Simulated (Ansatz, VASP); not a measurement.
**HfO2: VASP beside Ansatz**

```xyz
3
Lattice="0.0000 2.4952 2.4952 2.4952 0.0000 2.4952 2.4952 2.4952 0.0000" Properties=species:S:1:pos:R:3 pbc="T T T"
Hf    0.0000    0.0000    0.0000
O     1.2476    1.2476    1.2476
O     3.7428    3.7428    3.7428
```

Alike in both runs: functional r2SCAN; k mesh 10 × 10 × 10; occupations fermi-dirac, width 0.02 eV; no spin polarisation.

Ansatz relaxed the structure, and its values are those at the end. VASP's run is a single point on that final structure, the one shown.

```csv
,VASP,Ansatz
version,VASP 6.6.1,Ansatz 0.2.0
potentials or method,"VASP PAW PBE potentials, release 64 (Hf_pv, O), cutoff 520 eV",PAW plane waves
valence electrons in the cell,22,38
```

VASP gave:

| Item | Value |
| --- | --- |
| gap on the k mesh at the Fermi level (eV) | 4.44 |
| pressure (GPa) | 7.6 |

What did Ansatz give for the same quantities?

gap on the k mesh at the Fermi level (eV): 4.41; pressure (GPa): 12.1.

VASP's potentials were made for PBE, not for r2SCAN. One of these differences is far larger than is usual between the two programs; its cause wasn't traced. VASP's potentials hold 22 valence electrons a cell and Ansatz's 38, so a difference there can come from the potentials and not from the codes. Ansatz's warnings: stress scf threshold loose.

Neither program's run includes spin-orbit coupling.
